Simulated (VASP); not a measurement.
# RbBr (Pm-3m) in VASP: a series of runs

The runs below take RbBr through single point, relaxation of cell and atoms, with PBE+D3(BJ).

All numbers are computed with VASP 6.6.1; they aren't measurements. Logs are shortened: lines on timing, memory, paths and dates and some standing lists are left out, and cuts for length are marked.

### Step 1. The cell of the first run

It takes space group Pm-3m (No. 221, cubic). Conventional cell: a = 4.107 Å, b = 4.107 Å, c = 4.107 Å, α = 90.00°, β = 90.00°, γ = 90.00°. Rb (site symmetry m-3m) has 8 Br at 3.56 Å and 6 Rb at 4.11 Å within 4.7 Å. Br (site symmetry m-3m) has 8 Rb at 3.56 Å and 6 Br at 4.11 Å within 4.7 Å.

### Step 2. Single point, PBE+D3(BJ)

INCAR

```
ALGO     = Normal         # electronic algorithm
EDIFF    = 1E-7           # SCF threshold, eV
ENCUT    = 520            # plane-wave cutoff, eV
GGA      = PE             # functional
ISIF     = 2              # what is computed and relaxed
ISMEAR   = 0              # smearing method
IVDW     = 12             # dispersion correction
LASPH    = T              # aspherical terms in the spheres
LCHARG   = F              # write CHGCAR
LREAL    = F              # projectors in reciprocal space
LWAVE    = F              # write WAVECAR
NBANDS   = 15             # bands
NELM     = 60             # most SCF steps
PREC     = Accurate       # precision mode
SIGMA    = 0.02           # smearing width, eV
```

KPOINTS

```
k-points
0
Gamma
  6 6 6
```

POSCAR

```
RbBr
1.0
    4.1068914181      0.0000000000      0.0000000000
    0.0000000000      4.1068914181      0.0000000000
    0.0000000000      0.0000000000      4.1068914181
Rb Br
1 1
Direct
    0.0000000000      0.0000000000      0.0000000000
    0.5000000000      0.5000000000      0.5000000000
```

Potentials or basis: VASP PAW PBE potentials, release 64 (Rb_sv, Br).

The run is started by

```
$ cat potpaw_PBE.64/Rb_sv/POTCAR potpaw_PBE.64/Br/POTCAR > POTCAR
$ mpirun -np 1 vasp_std > vasp.out
```

OUTCAR:

```text
EDIFF = 1E-7
   ENCUT = 520
   GGA = PE
   ISIF = 2
   ISMEAR = 0
   IVDW = 12
   LASPH = T
   LREAL = F
   NELM = 60
   PREC = Accurate
 IVDW          = 12

 ion  position               nearest neighbor table
   1  0.000  0.000  0.000-   2 3.56   2 3.56   2 3.56   2 3.56   2 3.56   2 3.56   2 3.56   2 3.56

   2  0.500  0.500  0.500-   1 3.56   1 3.56   1 3.56   1 3.56   1 3.56   1 3.56   1 3.56   1 3.56

  LATTYP: Found a simple cubic cell.
 ALAT       =     4.1068914181

  Lattice vectors:

 A1 = (   4.1068914181,   0.0000000000,   0.0000000000)
 A2 = (   0.0000000000,   4.1068914181,   0.0000000000)
 A3 = (   0.0000000000,   0.0000000000,   4.1068914181)

Analysis of symmetry for initial positions (statically):
=====================================================================
 Subroutine PRICEL returns:
 Original cell was already a primitive cell.

 Routine SETGRP: Setting up the symmetry group for a
 simple cubic supercell.

 Subroutine GETGRP returns: Found 48 space group operations
 (whereof 48 operations were pure point group operations)
 out of a pool of 48 trial point group operations.

The static configuration has the point symmetry O_h .

Analysis of symmetry for dynamics (positions and initial velocities):
=====================================================================
 Subroutine PRICEL returns:
 Original cell was already a primitive cell.

 Routine SETGRP: Setting up the symmetry group for a
 simple cubic supercell.

 Subroutine GETGRP returns: Found 48 space group operations
 (whereof 48 operations were pure point group operations)
 out of a pool of 48 trial point group operations.

The dynamic configuration has the point symmetry O_h .

 Subroutine INISYM returns: Found 48 space group operations
 (whereof 48 operations are pure point group operations),
 and found     1 'primitive' translations

----------------------------------------------------------------------------------------

                                     Primitive cell

  volume of cell :      69.2691

  direct lattice vectors                    reciprocal lattice vectors
     4.106891418  0.000000000  0.000000000     0.243493168  0.000000000  0.000000000
     0.000000000  4.106891418  0.000000000     0.000000000  0.243493168  0.000000000
     0.000000000  0.000000000  4.106891418     0.000000000  0.000000000  0.243493168

  length of vectors
     4.106891418  4.106891418  4.106891418     0.243493168  0.243493168  0.243493168

  position of ions in fractional coordinates (direct lattice)
     0.000000000  0.000000000  0.000000000
     0.500000000  0.500000000  0.500000000

  ion indices of the primitive-cell ions
   primitive index   ion index
                 1           1
                 2           2

----------------------------------------------------------------------------------------

 KPOINTS: k-points

Automatic generation of k-mesh.
 Grid dimensions read from file:
 generate k-points for:    6    6    6

 Generating k-lattice:

  Cartesian coordinates                     Fractional coordinates (reciprocal lattice)
     0.040582195  0.000000000  0.000000000     0.166666667  0.000000000  0.000000000
     0.000000000  0.040582195  0.000000000     0.000000000  0.166666667  0.000000000
     0.000000000  0.000000000  0.040582195     0.000000000  0.000000000  0.166666667

  Length of vectors
     0.040582195  0.040582195  0.040582195

  Shift w.r.t. Gamma in fractional coordinates (k-lattice)
     0.000000000  0.000000000  0.000000000

 Subroutine IBZKPT returns following result:
 ===========================================

 Found     20 irreducible k-points:

 Following reciprocal coordinates:
            Coordinates               Weight
  0.000000  0.000000  0.000000      1.000000
  0.166667  0.000000  0.000000      6.000000
  0.333333  0.000000  0.000000      6.000000
  0.500000  0.000000  0.000000      3.000000
  0.166667  0.166667  0.000000     12.000000
  0.333333  0.166667  0.000000     24.000000
[... 12 lines left out ...]
  0.500000  0.500000  0.333333      6.000000
  0.500000  0.500000  0.500000      1.000000
   k-points           NKPTS =     20   k-points in BZ     NKDIM =     20   number of bands    NBANDS=     15
   number of dos      NEDOS =    301   number of ions     NIONS =      2
   total plane-waves  NPLWV =  32768
   dimension x,y,z NGX =    32 NGY =   32 NGZ =   32
   dimension x,y,z NGXF=    64 NGYF=   64 NGZF=   64
   ions per type =               1   1
   NGX,Y,Z   is equivalent  to a cutoff of  12.95, 12.95, 12.95 a.u.
   NGXF,Y,Z  is equivalent  to a cutoff of  25.91, 25.91, 25.91 a.u.
 SYSTEM =  unknown system
   PREC   = accura    normal or accurate (medium, high low for compatibility)
   ISTART =      0    job   : 0-new  1-cont  2-samecut
   ICHARG =      2    charge: 1-file 2-atom 10-const
   ISPIN  =      1    spin polarized calculation?
   LNONCOLLINEAR =      F non collinear calculations
   LSORBIT =      F    spin-orbit coupling
   LASPH  =      T    aspherical Exc in radial PAW
   ENCUT  =  520.0 eV  38.22 Ry    6.18 a.u.   7.64  7.64  7.64*2*pi/ulx,y,z
   NELM   =     60;   NELMIN=  2; NELMDL= -5     # of ELM steps
   EDIFF  = 0.1E-06   stopping-criterion for ELM
   LREAL  =      F    real-space projection
   EDIFFG = 0.1E-05   stopping-criterion for IOM
   NSW    =      0    number of steps for IOM
   IBRION =     -1    ionic relax: 0-MD 1-quasi-New 2-CG
   NFREE  =      0    steps in history (QN), initial steepest desc. (CG)
   ISIF   =      2    stress and relaxation
   ISYM   =      2    0-nonsym 1-usesym 2-fastsym
   POTIM  = 0.5000    time-step for ionic-motion
   TEBEG  =    0.0;   TEEND  =   0.0 temperature during run
   PSTRESS=    0.0 pullay stress
   NELECT =      16.0000    total number of electrons
   NUPDOWN=      -1.0000    fix difference up-down
   EMIN   =  10.00;   EMAX   =-10.00  energy-range for DOS
   EFERMI =   0.00;   METHOD = LEGACY
   ISMEAR =     0;   SIGMA  =   0.02  broadening in eV -4-tet -1-fermi 0-gaus
   EFERMI_NEDOS =   21; number of points for ismear=-14 and -15
   IALGO  =     38    algorithm
   IMIX   =      4    mixing-type and parameters
     AMIX     =   0.40;   BMIX     =  1.00
     AMIX_MAG =   1.60;   BMIX_MAG =  1.00
  volume/ion in A,a.u.               =      34.63       233.73
  Fermi-wavevector in a.u.,A,eV,Ry     =   1.004465  1.898164 13.727605  1.008951
  Thomas-Fermi vector in A             =   2.137083
   LORBIT       =      0    0 simple, 1 ext, 2 COOP (PROOUT), +10 PAW based schemes
   GGA     = PE    functional components
   LHFCALC =     F    Hartree Fock is set to
   AEXX    =    0.0000 exact exchange contribution
   IVDW    =    12    specifies the selected vdW correction
   LEPSILON=     F    determine dielectric tensor
   LRPA    =     F    only Hartree local field effects (RPA)
 non-spin polarized calculation
 Gauss-broadening in eV      SIGMA  =   0.02
  energy-cutoff  :      520.00
  volume of cell :       69.27
 maximum number of plane-waves:      1890
 NGX is ok and might be reduce to    32
   NGX = 15   NGY = 15   NGZ = 15

 number of electron      16.0000002 magnetization

 Free energy of the ion-electron system (eV)
  ---------------------------------------------------
  ext. energy  EPLUGINS =         0.00000000
  ---------------------------------------------------
  free energy    TOTEN  =        -5.98986468 eV

  energy without entropy =       -5.98986468  energy(sigma->0) =       -5.98986468

 E-fermi :  -0.3952     XC(G=0):  -7.9885

 val. band max:       -0.5970618608   @ k =   0.5000   0.5000   0.0000
 cond. band min:       3.5322329136   @ k =   0.0000   0.0000   0.0000
 fundamental gap:      4.1292947744
 Fermi energy:        -0.3952118236

 k-point     1 :       0.0000    0.0000    0.0000
  band No.  band energies     occupation
      1     -25.6811      2.00000
      2     -13.2386      2.00000
      3      -9.6619      2.00000
      4      -9.6619      2.00000
      5      -9.6619      2.00000
      6      -0.7512      2.00000
      7      -0.7512      2.00000
      8      -0.7512      2.00000
      9       3.5322      0.00000
     10       4.9671      0.00000
     11       4.9671      0.00000
     12       9.3704      0.00000
     13       9.3704      0.00000
     14       9.3704      0.00000
     15      12.1084      0.00000

 k-point     2 :       0.1667    0.0000    0.0000
  band No.  band energies     occupation
      1     -25.6757      2.00000
      2     -13.2372      2.00000
      3      -9.6994      2.00000
      4      -9.6495      2.00000
      5      -9.6495      2.00000
      6      -1.2614      2.00000
      7      -0.7705      2.00000
      8      -0.7705      2.00000
      9       4.1956      0.00000
     10       5.1784      0.00000
     11       5.5788      0.00000
     12       9.2409      0.00000
     13       9.2409      0.00000
     14       9.5265      0.00000
     15      10.8225      0.00000

 k-point     3 :       0.3333    0.0000    0.0000
  band No.  band energies     occupation
      1     -25.6648      2.00000
      2     -13.2366      2.00000
      3      -9.7650      2.00000
      4      -9.6244      2.00000
      5      -9.6244      2.00000
      6      -2.0342      2.00000
      7      -0.8110      2.00000
      8      -0.8110      2.00000
      9       5.5362      0.00000
     10       5.7663      0.00000
     11       6.8053      0.00000
     12       9.0616      0.00000
     13       9.1764      0.00000
     14       9.1764      0.00000
     15       9.9137      0.00000
[... 271 lines left out ...]
 k-point    19 :       0.5000    0.5000    0.3333
  band No.  band energies     occupation
      1     -25.6251      2.00000
      2     -12.9592      2.00000
      3      -9.9177      2.00000
      4      -9.9177      2.00000
      5      -9.8183      2.00000
      6      -1.8915      2.00000
      7      -1.8915      2.00000
      8      -1.6830      2.00000
      9       6.6293      0.00000
     10       7.5000      0.00000
     11       7.5000      0.00000
     12       7.9966      0.00000
     13       9.2878      0.00000
     14       9.2878      0.00000
     15      11.5502      0.00000

 k-point    20 :       0.5000    0.5000    0.5000
  band No.  band energies     occupation
      1     -25.6203      2.00000
      2     -12.9309      2.00000
      3      -9.8950      2.00000
      4      -9.8950      2.00000
      5      -9.8950      2.00000
      6      -1.9675      2.00000
      7      -1.9675      2.00000
      8      -1.9675      2.00000
      9       7.6849      0.00000
     10       7.6849      0.00000
     11       7.6849      0.00000
     12       8.8314      0.00000
     13       8.8314      0.00000
     14       8.8314      0.00000
     15      11.6148      0.00000

------------------------ aborting loop because EDIFF is reached ----------------------------------------

 Edisp (eV)   -0.46649

 E8    (eV) :    -0.2297

  FORCE on cell =-STRESS in cart. coord.  units (eV):
  Direction    XX          YY          ZZ          XY          YZ          ZX
  --------------------------------------------------------------------------------------
  -------------------------------------------------------------------------------------
  Total       0.01838     0.01838     0.01838    -0.00000     0.00000    -0.00000
  in kB       0.42511     0.42511     0.42511    -0.00000     0.00000    -0.00000
  external pressure =        0.43 kB  Pullay stress =        0.00 kB

 VOLUME and BASIS-vectors are now :
 -----------------------------------------------------------------------------
  energy-cutoff  :      520.00
  volume of cell :       69.27
      direct lattice vectors                 reciprocal lattice vectors
     4.106891418  0.000000000  0.000000000     0.243493168  0.000000000  0.000000000
     0.000000000  4.106891418  0.000000000     0.000000000  0.243493168  0.000000000
     0.000000000  0.000000000  4.106891418     0.000000000  0.000000000  0.243493168

 POSITION                                       TOTAL-FORCE (eV/Angst)
 -----------------------------------------------------------------------------------
      0.00000      0.00000      0.00000         0.000000      0.000000      0.000000
      2.05345      2.05345      2.05345         0.000000      0.000000      0.000000
 -----------------------------------------------------------------------------------
    total drift:                                0.000000      0.000000     -0.000000

  FREE ENERGIE OF THE ION-ELECTRON SYSTEM (eV)
  ---------------------------------------------------
  free  energy   TOTEN  =        -6.4563577688 eV

  energy  without entropy=       -6.4563577688  energy(sigma->0) =       -6.45635777
```

Run time: 13 s. Hardware: 1 thread of AMD EPYC 7R43 (Zen 3), shared host; peak memory 0.15 GiB.

Results:

```yaml
Free_energy: -6.4564 eV
Pressure: 0.0 GPa
Band_gap_on_the_k_mesh: 4.13 eV (least direct gap 4.28 eV)
Dispersion_energy_per_atom: -0.233 eV
```

A k mesh can miss the band edges.

(Part 1 of 2 ends here.)
